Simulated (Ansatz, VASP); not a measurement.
This is a calculation of Re for Ansatz 0.2.0.

The input input.yaml:

```yaml
crystal:
  lattice:
    - [2.7608, 0.0, 0.0]
    - [-1.3804, 2.3909229348, 0.0]
    - [0.0, 0.0, 4.4582]
  atoms:
    - { symbol: Re, position: [0.6666666667, 0.3333333333, 0.75] }
    - { symbol: Re, position: [0.3333333333, 0.6666666667, 0.25] }
hamiltonian:
  xc: blyp
  pseudopotentials: { kind: paw }
  dispersion: d4
kpoints:
  mp_grid: { grid: [11, 11, 6] }
scf:
  occupations: { method: fermi_dirac, width: 0.05 }
output:
  forces: true
  stress: true
relax:
  f_tol: 0.01
  max_steps: 40
  cell: { stress_tol: 0.05 }
```

Potentials or basis: Ansatz PAW.

Command:

```sh
$ ansatz run input.yaml --threads 2 --pin off --max-ram 5120MiB --backend cpu --events-out ev --progress --plain --runs-dir out
```

Q: Translate it to VASP 6.6.1. Potentials there: VASP PAW PBE potentials, release 64 (Re).

A: As run (the cutoff follows the program's own potentials):

The input INCAR:

```
SYSTEM = Re
PREC = Accurate
ENCUT = 600
EDIFF = 1E-6
ISMEAR = -1
SIGMA = 0.05
LREAL = .FALSE.
LASPH = .TRUE.
NELM = 100
ALGO = Normal
ISIF = 3
LWAVE = .FALSE.
LCHARG = .FALSE.
GGA = B5
ALDAX = 1.0
AGGAX = 1.0
AGGAC = 1.0
ALDAC = 0.0
IVDW = 13
VDW_S6 = 1.0
VDW_S8 = 2.34076671
VDW_A1 = 0.44488865
VDW_A2 = 4.0933009
IBRION = 2
NSW = 60
EDIFFG = -0.01
```

The input KPOINTS:

```
Automatic mesh
0
G
  11 11 6
  0 0 0
```

Contents of POSCAR:

```
Re
1.0
    2.7608000000      0.0000000000      0.0000000000
   -1.3804000000      2.3909229348      0.0000000000
    0.0000000000      0.0000000000      4.4582000000
Re
2
Direct
    0.6666666667      0.3333333333      0.7500000000
    0.3333333333      0.6666666667      0.2500000000
```

Potentials or basis: VASP PAW PBE potentials, release 64 (Re).

Launch:

```sh
$ cat potpaw_PBE.64/Re/POTCAR > POTCAR
$ mpirun -np 1 vasp_std > vasp.out
```

Both were run:

|  | VASP | Ansatz | Ansatz less VASP |
| --- | --- | --- | --- |
| relaxed volume (Å³/atom) | 15.02 | 14.92 | -0.094 |
| relaxed length of the cell vector where the two differ most in proportion (Å) | 2.782 | 2.776 | -0.0061 |

VASP's potentials were made for PBE, not for BLYP. VASP's potentials hold 14 valence electrons a cell and Ansatz's 30, so a difference there can come from the potentials and not from the codes.

Spin-orbit coupling is off throughout. Noted on Ansatz's run: the plane-wave basis is chosen anew once the cell has moved, so the energies of steps on either side of that aren't comparable.
